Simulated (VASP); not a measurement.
# H (Cmcm) in VASP: a series of runs

H is run at these levels: LDA; tasks: single point.

Everything below comes from runs of VASP 6.6.1. Logs are shortened: lines on timing, memory, paths and dates and some standing lists are left out, and cuts for length are marked.

## 1. The cell of the first run

It takes space group Cmcm (No. 63, orthorhombic). Conventional cell: a = 3.347 Å, b = 5.545 Å, c = 6.314 Å, α = 90.00°, β = 90.00°, γ = 90.00°. Within 1.0 Å of H (site symmetry m) lie 1 H at 0.75 Å.

## 2. Single point, LDA (strain +0.0150 x Voigt [1, 1, 0, 0, 0, 0])

INCAR reads:

```
SYSTEM = H
PREC = Accurate
ENCUT = 520
EDIFF = 1E-6
ISMEAR = 0
SIGMA = 0.05
LREAL = .False.
LASPH = .True.
NELM = 100
ALGO = Normal
ISIF = 2
LWAVE = .False.
LCHARG = .False.
NBANDS = 10
```

KPOINTS reads:

```
Automatic mesh
0
Gamma
  8 8 4
  0 0 0
```

POSCAR reads:

```
H
1.0
    1.6732598379     -2.7726635534      0.0000000000
    1.6732598379      2.7726635534      0.0000000000
    0.0000000000      0.0000000000      6.3137686200
H
4
Direct
    0.5678085000      0.4321915000      0.9995149500
    0.4321915000      0.5678085000      0.0004850500
    0.4321915000      0.5678085000      0.4995149500
    0.5678085000      0.4321915000      0.5004850500
```

Potentials or basis: VASP PAW LDA potentials, release 64 (H).

Started as:

```console
$ cat potpaw_LDA.64/H/POTCAR > POTCAR
$ mpirun -np 1 vasp_std > vasp.out
```

OUTCAR:

```text
SYSTEM = H
   PREC = Accurate
   ENCUT = 520
   EDIFF = 1E-6
   ISMEAR = 0
   LREAL = .False.
   LASPH = .True.
   NELM = 100
   ISIF = 2

 ion  position               nearest neighbor table
   1  0.568  0.432  1.000-   2 0.75
   2  0.432  0.568  0.000-   1 0.75
   3  0.432  0.568  0.500-   4 0.75
   4  0.568  0.432  0.500-   3 0.75

  LATTYP: Found a base centered orthorhombic cell.
 ALAT       =     3.3465196758
 B/A-ratio  =     1.6570430310
 C/A-ratio  =     1.8866671144

  Lattice vectors:

 A1 = (   1.6732598379,  -2.7726635534,   0.0000000000)
 A2 = (   1.6732598379,   2.7726635534,   0.0000000000)
 A3 = (   0.0000000000,   0.0000000000,   6.3137686200)

Analysis of symmetry for initial positions (statically):
=====================================================================
 Subroutine PRICEL returns:
 Original cell was already a primitive cell.

 Routine SETGRP: Setting up the symmetry group for a
 base centered orthorhombic supercell.

 Subroutine GETGRP returns: Found  8 space group operations
 (whereof  4 operations were pure point group operations)
 out of a pool of  8 trial point group operations.

The static configuration has the point symmetry C_2h.
 The point group associated with its full space group is D_2h.

Analysis of symmetry for dynamics (positions and initial velocities):
=====================================================================
 Subroutine PRICEL returns:
 Original cell was already a primitive cell.

 Routine SETGRP: Setting up the symmetry group for a
 base centered orthorhombic supercell.

 Subroutine GETGRP returns: Found  8 space group operations
 (whereof  4 operations were pure point group operations)
 out of a pool of  8 trial point group operations.

The dynamic configuration has the point symmetry C_2h.
 The point group associated with its full space group is D_2h.

 Subroutine INISYM returns: Found  8 space group operations
 (whereof  4 operations are pure point group operations),
 and found     1 'primitive' translations

----------------------------------------------------------------------------------------

                                     Primitive cell

  volume of cell :      58.5840

  direct lattice vectors                    reciprocal lattice vectors
     1.673259838 -2.772663553  0.000000000     0.298817905 -0.180332013  0.000000000
     1.673259838  2.772663553  0.000000000     0.298817905  0.180332013  0.000000000
     0.000000000  0.000000000  6.313768620     0.000000000  0.000000000  0.158384011

  length of vectors
     3.238435064  3.238435064  6.313768620     0.349015437  0.349015437  0.158384011

  position of ions in fractional coordinates (direct lattice)
     0.567808500  0.432191500  0.999514950
     0.432191500  0.567808500  0.000485050
     0.432191500  0.567808500  0.499514950
     0.567808500  0.432191500  0.500485050

  ion indices of the primitive-cell ions
   primitive index   ion index
                 1           1
                 2           2
                 3           3
                 4           4

----------------------------------------------------------------------------------------

 KPOINTS: Automatic mesh

Automatic generation of k-mesh.
 Grid dimensions read from file:
 generate k-points for:    8    8    4

 Generating k-lattice:

  Cartesian coordinates                     Fractional coordinates (reciprocal lattice)
     0.037352238 -0.022541502  0.000000000     0.125000000  0.000000000  0.000000000
     0.037352238  0.022541502  0.000000000     0.000000000  0.125000000  0.000000000
     0.000000000  0.000000000  0.039596003     0.000000000  0.000000000  0.250000000

  Length of vectors
     0.043626930  0.043626930  0.039596003

  Shift w.r.t. Gamma in fractional coordinates (k-lattice)
     0.000000000  0.000000000  0.000000000

 Subroutine IBZKPT returns following result:
 ===========================================

 Found     63 irreducible k-points:

 Following reciprocal coordinates:
            Coordinates               Weight
  0.000000  0.000000  0.000000      1.000000
  0.125000  0.000000  0.000000      4.000000
  0.250000  0.000000  0.000000      4.000000
  0.375000  0.000000  0.000000      4.000000
  0.500000  0.000000  0.000000      2.000000
  0.125000  0.125000  0.000000      2.000000
[... 16 lines left out ...]
  0.125000  0.000000  0.250000      8.000000
  0.250000  0.000000  0.250000      8.000000
 [... further k-points ...]
   k-points           NKPTS =     63   k-points in BZ     NKDIM =     63   number of bands    NBANDS=     10
   number of dos      NEDOS =    301   number of ions     NIONS =      4
   total plane-waves  NPLWV =  27648
   dimension x,y,z NGX =    24 NGY =   24 NGZ =   48
   dimension x,y,z NGXF=    48 NGYF=   48 NGZF=   96
   ions per type =               4
   NGX,Y,Z   is equivalent  to a cutoff of  12.32, 12.32, 12.64 a.u.
   NGXF,Y,Z  is equivalent  to a cutoff of  24.64, 24.64, 25.28 a.u.
 SYSTEM =  H
   PREC   = accura    normal or accurate (medium, high low for compatibility)
   ISTART =      0    job   : 0-new  1-cont  2-samecut
   ICHARG =      2    charge: 1-file 2-atom 10-const
   ISPIN  =      1    spin polarized calculation?
   LNONCOLLINEAR =      F non collinear calculations
   LSORBIT =      F    spin-orbit coupling
   LASPH  =      T    aspherical Exc in radial PAW
   ENCUT  =  520.0 eV  38.22 Ry    6.18 a.u.   6.02  6.02 11.74*2*pi/ulx,y,z
   NELM   =    100;   NELMIN=  2; NELMDL= -5     # of ELM steps
   EDIFF  = 0.1E-05   stopping-criterion for ELM
   LREAL  =      F    real-space projection
   EDIFFG = 0.1E-04   stopping-criterion for IOM
   NSW    =      0    number of steps for IOM
   IBRION =     -1    ionic relax: 0-MD 1-quasi-New 2-CG
   NFREE  =      0    steps in history (QN), initial steepest desc. (CG)
   ISIF   =      2    stress and relaxation
   ISYM   =      2    0-nonsym 1-usesym 2-fastsym
   POTIM  = 0.5000    time-step for ionic-motion
   TEBEG  =    0.0;   TEEND  =   0.0 temperature during run
   PSTRESS=    0.0 pullay stress
   NELECT =       4.0000    total number of electrons
   NUPDOWN=      -1.0000    fix difference up-down
   EMIN   =  10.00;   EMAX   =-10.00  energy-range for DOS
   EFERMI =   0.00;   METHOD = LEGACY
   ISMEAR =     0;   SIGMA  =   0.05  broadening in eV -4-tet -1-fermi 0-gaus
   EFERMI_NEDOS =   21; number of points for ismear=-14 and -15
   IALGO  =     38    algorithm
   IMIX   =      4    mixing-type and parameters
     AMIX     =   0.40;   BMIX     =  1.00
     AMIX_MAG =   1.60;   BMIX_MAG =  1.00
  volume/ion in A,a.u.               =      14.65        98.84
  Fermi-wavevector in a.u.,A,eV,Ry     =   0.669117  1.264447  6.091559  0.447717
  Thomas-Fermi vector in A             =   1.744234
   LORBIT       =      0    0 simple, 1 ext, 2 COOP (PROOUT), +10 PAW based schemes
   GGA     = CA    functional components
   LHFCALC =     F    Hartree Fock is set to
   AEXX    =    0.0000 exact exchange contribution
   IVDW    =     0    specifies the selected vdW correction
   LEPSILON=     F    determine dielectric tensor
   LRPA    =     F    only Hartree local field effects (RPA)
 non-spin polarized calculation
 Gauss-broadening in eV      SIGMA  =   0.05
  energy-cutoff  :      520.00
  volume of cell :       58.58
 maximum number of plane-waves:      1592
   NGX = 13   NGY = 13   NGZ = 23

 number of electron       3.9999999 magnetization

 Free energy of the ion-electron system (eV)
  ---------------------------------------------------
  ext. energy  EPLUGINS =         0.00000000
  ---------------------------------------------------
  free energy    TOTEN  =       -13.50066438 eV

  energy without entropy =      -13.50066438  energy(sigma->0) =      -13.50066438

 E-fermi :  -8.1734     XC(G=0):  -5.2434

 val. band max:       -8.4524089435   @ k =   0.3750   0.3750   0.0000
 cond. band min:      -0.7400454955   @ k =   0.5000   0.5000   0.0000
 fundamental gap:      7.7123634480
 Fermi energy:        -8.1733881097

 k-point     1 :       0.0000    0.0000    0.0000
  band No.  band energies     occupation
      1     -10.4106      2.00000
      2      -9.6462      2.00000
      3       0.2494      0.00000
      4       3.2976      0.00000
      5       7.6992      0.00000
      6       7.7489      0.00000
      7       8.5859      0.00000
      8       9.6603      0.00000
      9      12.0377      0.00000
     10      12.0770      0.00000

 k-point     2 :       0.1250    0.0000    0.0000
  band No.  band energies     occupation
      1     -10.2673      2.00000
      2      -9.5267      2.00000
      3       0.5289      0.00000
      4       2.9125      0.00000
      5       6.3302      0.00000
      6       7.2153      0.00000
      7       9.0047      0.00000
      8       9.9249      0.00000
      9      10.3527      0.00000
     10      12.2166      0.00000

 k-point     3 :       0.2500    0.0000    0.0000
  band No.  band energies     occupation
      1      -9.8894      2.00000
      2      -9.2166      2.00000
      3       1.3621      0.00000
      4       1.8250      0.00000
      5       4.4260      0.00000
      6       6.6143      0.00000
      7       8.7266      0.00000
      8       8.8551      0.00000
      9      10.5926      0.00000
     10      10.7021      0.00000
[... 248 lines left out ...]
 k-point    23 :       0.1250    0.0000    0.2500
  band No.  band energies     occupation
      1     -10.1713      2.00000
      2      -9.6499      2.00000
      3       0.9291      0.00000
      4       2.6684      0.00000
      5       6.2683      0.00000
      6       6.9111      0.00000
      7       8.6413      0.00000
      8       8.8377      0.00000
      9      11.3315      0.00000
     10      12.8631      0.00000

 k-point    24 :       0.2500    0.0000    0.2500
  band No.  band energies     occupation
      1      -9.8009      2.00000
      2      -9.3269      2.00000
      3       1.6072      0.00000
      4       1.8854      0.00000
      5       4.4379      0.00000
      6       6.1698      0.00000
      7       8.2513      0.00000
      8       8.6214      0.00000
      9       9.9295      0.00000
     10      10.6674      0.00000

 [... further k-points ...]

------------------------ aborting loop because EDIFF is reached ----------------------------------------

  FORCE on cell =-STRESS in cart. coord.  units (eV):
  Direction    XX          YY          ZZ          XY          YZ          ZX
  --------------------------------------------------------------------------------------
  -------------------------------------------------------------------------------------
  Total       -0.2127852      0.5645394     -0.1491275      0.0000000      0.0000000      0.0000000
  in kB       -5.8193259     15.4392308     -4.0783924      0.0000000      0.0000000      0.0000000
  external PRESSURE =       1.8471708 kB  Pullay stress =       0.0000000 kB

 VOLUME and BASIS-vectors are now :
 -----------------------------------------------------------------------------
  energy-cutoff  :      520.00
  volume of cell :       58.58
      direct lattice vectors                 reciprocal lattice vectors
     1.673259838 -2.772663553  0.000000000     0.298817905 -0.180332013  0.000000000
     1.673259838  2.772663553  0.000000000     0.298817905  0.180332013  0.000000000
     0.000000000  0.000000000  6.313768620     0.000000000  0.000000000  0.158384011

 POSITION                                       TOTAL-FORCE (eV/Angst)
 -----------------------------------------------------------------------------------
      1.67326     -0.37602      6.31071         0.000000     -0.572616     -0.004885
      1.67326      0.37602      0.00306         0.000000      0.572616      0.004885
      1.67326      0.37602      3.15382         0.000000      0.572616     -0.004885
      1.67326     -0.37602      3.15995         0.000000     -0.572616      0.004885
 -----------------------------------------------------------------------------------
    total drift:                                0.000000      0.000000      0.000000

  FREE ENERGIE OF THE ION-ELECTRON SYSTEM (eV)
  ---------------------------------------------------
  free  energy   TOTEN  =       -13.5006643766 eV

  energy  without entropy=      -13.5006643766  energy(sigma->0) =      -13.50066438
```

Wall time 14 s (1 thread of Intel Xeon Platinum 8375C at 2.90GHz (Ice Lake), shared host); peak memory 0.15 GiB.

Results:

```
Free energy            : -13.5007 eV
Pressure               : 0.2 GPa
Largest force          : 0.573 eV/Å
Band gap on the k mesh : 7.71 eV
```

Forces in eV/Å, atoms in the order of the input:
```
H    0.000 -0.573 -0.005
H    0.000  0.573  0.005
H    0.000  0.573 -0.005
H    0.000 -0.573  0.005
```

Stress tensor (GPa, compression positive):
```
-0.58  0.00  0.00
 0.00  1.54  0.00
 0.00  0.00 -0.41
```

Caveat: the cell differs from its parent crystal (strain +0.0150 x Voigt [1, 1, 0, 0, 0, 0]). A k mesh can miss the band edges.

[end of part 1 of 2]
